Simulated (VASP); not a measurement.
Be, 1 atom in the cell. It takes space group R-3m (No. 166, trigonal). Conventional cell: a = 3.513 Å, b = 3.513 Å, c = 2.021 Å, α = 90.00°, β = 90.00°, γ = 120.00°. Be (site symmetry -3m) has 14 Be at 2.02 to 2.43 Å within 2.7 Å.  This cell differs from its parent crystal: strained.

```yaml
Program: VASP 6.6.1
Task: single point
Functional: PBE
Potentials_or_basis: VASP PAW PBE potentials, release 64 (Be)
Cutoff: 520 eV
k_mesh: 21 × 21 × 21
Occupations: gaussian, width 0.1 eV
Spin: no spin polarisation
Dipole_correction: no
Further_INCAR_settings: ALGO = Fast; EDIFF = 1e-06; NBANDS = 7
```

Potentials or basis: VASP PAW PBE potentials, release 64 (Be).

Run with:

```sh
$ cat potpaw_PBE.64/Be/POTCAR > POTCAR
$ mpirun -np 1 vasp_std > vasp.out
```

Hardware: 1 thread of Intel Xeon 8259CL (shared host).

Problem. How long does it take, and how much memory?

Solution. Wall time 17 s on 1 thread of Intel Xeon 8259CL (shared host), peak memory 0.15 GiB. Counts: scf iterations 9, k points 891.
